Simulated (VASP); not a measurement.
# Si2W (I4/mmm) in VASP: a series of runs, part 2 of 2

VASP 6.6.1. Earlier steps stand in the parts before.

**3. Single point, LDA (equal xx and yy strain of +1 %)**

File INCAR:

```
PREC = Accurate ; ENCUT = 500
EDIFF = 1E-6 ; ISMEAR = -1
SIGMA = 0.05 ; LREAL = F
LASPH = T ; NELM = 120
ALGO = Normal ; ISIF = 2
LWAVE = F ; LCHARG = F
NBANDS = 18 ; ISYM = 0
GGA_COMPAT = F
```

File KPOINTS:

```
Automatic mesh
0
Gamma
  11 11 14
```

File POSCAR:

```
Si2W
1.0
   -1.6220600000      1.6220600000      3.9400000000
    1.6220600000     -1.6220600000      3.9400000000
    1.6220600000      1.6220600000     -3.9400000000
Si W
2 1
Direct
    0.3330000000      0.3330000000      0.0000000000
    0.6670000000      0.6670000000      0.0000000000
    0.0000000000      0.0000000000      0.0000000000
```

Potentials or basis: VASP PAW LDA potentials, release 64 (Si, W_sv).

Run with:

```console
cat potpaw_LDA.64/Si/POTCAR potpaw_LDA.64/W_sv/POTCAR > POTCAR
mpirun -np 1 vasp_std > vasp.out
```

OUTCAR:

```text
PREC = Accurate
   ENCUT = 500
   EDIFF = 1E-6
   ISMEAR = -1
   LREAL = F
   LASPH = T
   NELM = 120
   ISIF = 2
   ISYM = 0

 ion  position               nearest neighbor table
   1  0.333  0.333  0.000-   3 2.62   2 2.63   2 2.64   2 2.64   2 2.64   2 2.64   3 2.64   3 2.64
                             3 2.64   3 2.64
   2  0.667  0.667  0.000-   3 2.62   1 2.63   1 2.64   1 2.64   1 2.64   1 2.64   3 2.64   3 2.64
                             3 2.64   3 2.64
   3  0.000  0.000  0.000-   1 2.62   2 2.62   2 2.64   1 2.64   2 2.64   2 2.64   2 2.64   1 2.64
                             1 2.64   1 2.64

IMPORTANT INFORMATION: All symmetrisations will be switched off!
NOSYMM: (Re-)initialisation of all symmetry stuff for point group C_1.

----------------------------------------------------------------------------------------

                                     Primitive cell

  volume of cell :      41.4658

  direct lattice vectors                    reciprocal lattice vectors
    -1.622060000  1.622060000  3.940000000     0.000000000  0.308250003  0.126903553
     1.622060000 -1.622060000  3.940000000     0.308250003  0.000000000  0.126903553
     1.622060000  1.622060000 -3.940000000     0.308250003  0.308250003  0.000000000

  length of vectors
     4.559139972  4.559139972  4.559139972     0.333350531  0.333350531  0.435931335

  position of ions in fractional coordinates (direct lattice)
     0.333000000  0.333000000  0.000000000
     0.667000000  0.667000000  0.000000000
     0.000000000  0.000000000  0.000000000

  ion indices of the primitive-cell ions
   primitive index   ion index
                 1           1
                 2           2
                 3           3

----------------------------------------------------------------------------------------

 KPOINTS: Automatic mesh

Automatic generation of k-mesh.
 Grid dimensions read from file:
 generate k-points for:   11   11   14

 Generating k-lattice:

  Cartesian coordinates                     Fractional coordinates (reciprocal lattice)
     0.000000000  0.028022728  0.011536687     0.090909091  0.000000000  0.000000000
     0.028022728  0.000000000  0.011536687     0.000000000  0.090909091  0.000000000
     0.022017857  0.022017857  0.000000000     0.000000000  0.000000000  0.071428571

  Length of vectors
     0.030304594  0.030304594  0.031137952

  Shift w.r.t. Gamma in fractional coordinates (k-lattice)
     0.000000000  0.000000000  0.000000000

 -----------------------------------------------------------------------------
|                                                                             |
|           W    W    AA    RRRRR   N    N  II  N    N   GGGG   !!!           |
|           W    W   A  A   R    R  NN   N  II  NN   N  G    G  !!!           |
|           W    W  A    A  R    R  N N  N  II  N N  N  G       !!!           |
|           W WW W  AAAAAA  RRRRR   N  N N  II  N  N N  G  GGG   !            |
|           WW  WW  A    A  R   R   N   NN  II  N   NN  G    G                |
|           W    W  A    A  R    R  N    N  II  N    N   GGGG   !!!           |
|                                                                             |
|     Your reciprocal lattice and k-lattice belong to different lattice       |
|     classes:                                                                |
|                                                                             |
|        The reciprocal lattice is body-centered tetragonal,                  |
|        whereas your k-lattice is base-centered monoclinic.                  |
|                                                                             |
|     Results are often still useful ...                                      |
|                                                                             |
[... 39 lines left out ...]
   total plane-waves  NPLWV =  46656
   dimension x,y,z NGX =    36 NGY =   36 NGZ =   36
   dimension x,y,z NGXF=    72 NGYF=   72 NGZF=   72
   ions per type =               2   1
   NGX,Y,Z   is equivalent  to a cutoff of  13.13, 13.13, 13.13 a.u.
   NGXF,Y,Z  is equivalent  to a cutoff of  26.25, 26.25, 26.25 a.u.
 SYSTEM =  unknown system
   PREC   = accura    normal or accurate (medium, high low for compatibility)
   ISTART =      0    job   : 0-new  1-cont  2-samecut
   ICHARG =      2    charge: 1-file 2-atom 10-const
   ISPIN  =      1    spin polarized calculation?
   LNONCOLLINEAR =      F non collinear calculations
   LSORBIT =      F    spin-orbit coupling
   LASPH  =      T    aspherical Exc in radial PAW
   ENCUT  =  500.0 eV  36.75 Ry    6.06 a.u.   8.31  8.31  8.31*2*pi/ulx,y,z
   NELM   =    120;   NELMIN=  2; NELMDL= -5     # of ELM steps
   EDIFF  = 0.1E-05   stopping-criterion for ELM
   LREAL  =      F    real-space projection
   EDIFFG = 0.1E-04   stopping-criterion for IOM
   NSW    =      0    number of steps for IOM
   IBRION =     -1    ionic relax: 0-MD 1-quasi-New 2-CG
   NFREE  =      0    steps in history (QN), initial steepest desc. (CG)
   ISIF   =      2    stress and relaxation
   ISYM   =      0    0-nonsym 1-usesym 2-fastsym
   POTIM  = 0.5000    time-step for ionic-motion
   TEBEG  =    0.0;   TEEND  =   0.0 temperature during run
   PSTRESS=    0.0 pullay stress
   NELECT =      22.0000    total number of electrons
   NUPDOWN=      -1.0000    fix difference up-down
   EMIN   =  10.00;   EMAX   =-10.00  energy-range for DOS
   EFERMI =   0.00;   METHOD = LEGACY
   ISMEAR =    -1;   SIGMA  =   0.05  broadening in eV -4-tet -1-fermi 0-gaus
   EFERMI_NEDOS =   21; number of points for ismear=-14 and -15
   IALGO  =     38    algorithm
   IMIX   =      4    mixing-type and parameters
     AMIX     =   0.40;   BMIX     =  1.00
     AMIX_MAG =   1.60;   BMIX_MAG =  1.00
  volume/ion in A,a.u.               =      13.82        93.28
  Fermi-wavevector in a.u.,A,eV,Ry     =   1.325315  2.504482 23.898079  1.756459
  Thomas-Fermi vector in A             =   2.454785
   LORBIT       =      0    0 simple, 1 ext, 2 COOP (PROOUT), +10 PAW based schemes
   GGA     = CA    functional components
   LHFCALC =     F    Hartree Fock is set to
   AEXX    =    0.0000 exact exchange contribution
   IVDW    =     0    specifies the selected vdW correction
   LEPSILON=     F    determine dielectric tensor
   LRPA    =     F    only Hartree local field effects (RPA)
 non-spin polarized calculation
  energy-cutoff  :      500.00
  volume of cell :       41.47
 maximum number of plane-waves:      1071
 NGX is ok and might be reduce to    36
   NGX = 17   NGY = 17   NGZ = 17

 number of electron      22.0000000 magnetization

 Free energy of the ion-electron system (eV)
  ---------------------------------------------------
  ext. energy  EPLUGINS =         0.00000000
  ---------------------------------------------------
  free energy    TOTEN  =       -27.28850833 eV

  energy without entropy =      -27.28630363  energy(sigma->0) =      -27.28740598

 E-fermi :  11.5262     XC(G=0): -12.5287

 val. band max:       11.5201268226   @ k =   0.4545   0.4545   0.3571
 cond. band min:      11.5311961982   @ k =   0.3636  -0.3636   0.4286
 fundamental gap:      0.0110693756
 Fermi energy:        11.5261708768

 k-point     1 :       0.0000    0.0000    0.0000
  band No.  band energies     occupation
      1     -61.9405      2.00000
      2     -26.4464      2.00000
      3     -26.4192      2.00000
      4     -26.4191      2.00000
      5      -2.2747      2.00000
      6       4.9237      2.00000
[... 481 lines left out ...]
      5       1.2143      2.00000
      6       2.9529      2.00000
[... 10 lines left out ...]
     17      18.5322      0.00000
     18      19.7478      0.00000

 [... further k-points ...]

------------------------ aborting loop because EDIFF is reached ----------------------------------------

  FORCE on cell =-STRESS in cart. coord.  units (eV):
  Direction    XX          YY          ZZ          XY          YZ          ZX
  --------------------------------------------------------------------------------------
  -------------------------------------------------------------------------------------
  Total       -2.7265233     -2.7265243     -2.6592855      0.0136854      0.0013804      0.0013806
  in kB     -105.3488369   -105.3488782   -102.7508688      0.5287820      0.0533368      0.0533440
  external PRESSURE =    -104.4828613 kB  Pullay stress =       0.0000000 kB

 VOLUME and BASIS-vectors are now :
 -----------------------------------------------------------------------------
  energy-cutoff  :      500.00
  volume of cell :       41.47
      direct lattice vectors                 reciprocal lattice vectors
    -1.622060000  1.622060000  3.940000000     0.000000000  0.308250003  0.126903553
     1.622060000 -1.622060000  3.940000000     0.308250003  0.000000000  0.126903553
     1.622060000  1.622060000 -3.940000000     0.308250003  0.308250003  0.000000000

 POSITION                                       TOTAL-FORCE (eV/Angst)
 -----------------------------------------------------------------------------------
      0.00000      0.00000      2.62404        -0.000623     -0.000623      0.351505
      0.00000      0.00000      5.25596         0.000623      0.000623     -0.351505
      0.00000      0.00000      0.00000         0.000000     -0.000000      0.000000
 -----------------------------------------------------------------------------------
    total drift:                                0.000000     -0.000000      0.000000

  FREE ENERGIE OF THE ION-ELECTRON SYSTEM (eV)
  ---------------------------------------------------
  free  energy   TOTEN  =       -27.2885083293 eV

  energy  without entropy=      -27.2863036330  energy(sigma->0) =      -27.28740598
```

OSZICAR:

```text
N       E                     dE             d eps       ncg     rms          rms(c)
DAV:   1     0.125615492932E+03    0.12562E+03   -0.10592E+04 30552   0.119E+03
DAV:   2    -0.236929119889E+02   -0.14931E+03   -0.14573E+03 34836   0.314E+02
DAV:   3    -0.281563890092E+02   -0.44635E+01   -0.44036E+01 38200   0.490E+01
DAV:   4    -0.281981571166E+02   -0.41768E-01   -0.41592E-01 36362   0.496E+00
DAV:   5    -0.281986273575E+02   -0.47024E-03   -0.47020E-03 36364   0.561E-01    0.241E+01
DAV:   6    -0.274159021852E+02    0.78273E+00   -0.36663E+00 32780   0.131E+01    0.802E+00
DAV:   7    -0.273179605410E+02    0.97942E-01   -0.30158E-01 32462   0.307E+00    0.451E+00
DAV:   8    -0.272892193938E+02    0.28741E-01   -0.57728E-02 34290   0.175E+00    0.300E-01
DAV:   9    -0.272886887797E+02    0.53061E-03   -0.12162E-03 35806   0.283E-01    0.184E-01
DAV:  10    -0.272885153153E+02    0.17346E-03   -0.29275E-04 36180   0.154E-01    0.373E-02
DAV:  11    -0.272885084112E+02    0.69040E-05   -0.40053E-05 34370   0.481E-02    0.197E-02
DAV:  12    -0.272885083293E+02    0.81974E-07   -0.20563E-06 25976   0.908E-03
   1 F= -.27288508E+02 E0= -.27287406E+02  d E =-.220470E-02
```

stdout:

```text
POSCAR found type information on POSCAR SiW
 POSCAR found :  2 types and       3 ions
 scaLAPACK will be used
 LDA part: xc-table for (Slater(with rela. corr.)+CA(PZ))
 , standard interpolation
 -----------------------------------------------------------------------------
|                                                                             |
|           W    W    AA    RRRRR   N    N  II  N    N   GGGG   !!!           |
|           W    W   A  A   R    R  NN   N  II  NN   N  G    G  !!!           |
|           W    W  A    A  R    R  N N  N  II  N N  N  G       !!!           |
|           W WW W  AAAAAA  RRRRR   N  N N  II  N  N N  G  GGG   !            |
|           WW  WW  A    A  R   R   N   NN  II  N   NN  G    G                |
|           W    W  A    A  R    R  N    N  II  N    N   GGGG   !!!           |
|                                                                             |
|     Your reciprocal lattice and k-lattice belong to different lattice       |
|     classes:                                                                |
|                                                                             |
|        The reciprocal lattice is body-centered tetragonal,                  |
|        whereas your k-lattice is base-centered monoclinic.                  |
|                                                                             |
|     Results are often still useful ...                                      |
|                                                                             |
 -----------------------------------------------------------------------------

 POSCAR, INCAR and KPOINTS ok, starting setup
 FFT: planning ... GRIDC
 FFT: planning ... GRID_SOFT
 FFT: planning ... GRID
 WAVECAR not read
 entering main loop
```

It took 24 min on 1 thread of Oxide Virtual Turin-like, shared host; peak memory 0.59 GiB.

Results:

- Free energy: -27.2885 eV
- Pressure: -10.4 GPa
- Largest force: 0.352 eV/Å
- Band gap on the k mesh: zero (bands 11 and 12 overlap by 1.15 eV)

Forces on the atoms (eV/Å):
```
Si  -0.001 -0.001  0.352
Si   0.001  0.001 -0.352
W    0.000  0.000  0.000
```

Stress tensor (GPa, compression positive):
```
-10.53   0.05   0.01
  0.05 -10.53   0.01
  0.01   0.01 -10.28
```

Levels at points of the mesh, in eV from the Fermi level:
| k point | band 9 | band 10 | band 11 | band 12 | band 13 | band 14 |
| --- | --- | --- | --- | --- | --- | --- |
| (0.00, 0.00, 0.00) | -2.82 | -2.82 | 0.59 | 2.50 | 3.04 | 3.11 |
| (0.00, 0.00, 0.50) | -4.93 | -3.11 | -1.59 | 2.67 | 2.77 | 2.95 |

Caveat: the cell differs from its parent crystal (equal xx and yy strain of +1 %); the cell stands under tension; spin-orbit coupling is left out, which moves the levels of the heavy elements.

The gap in the log of VASP goes by the Fermi energy; the results here count the filled bands.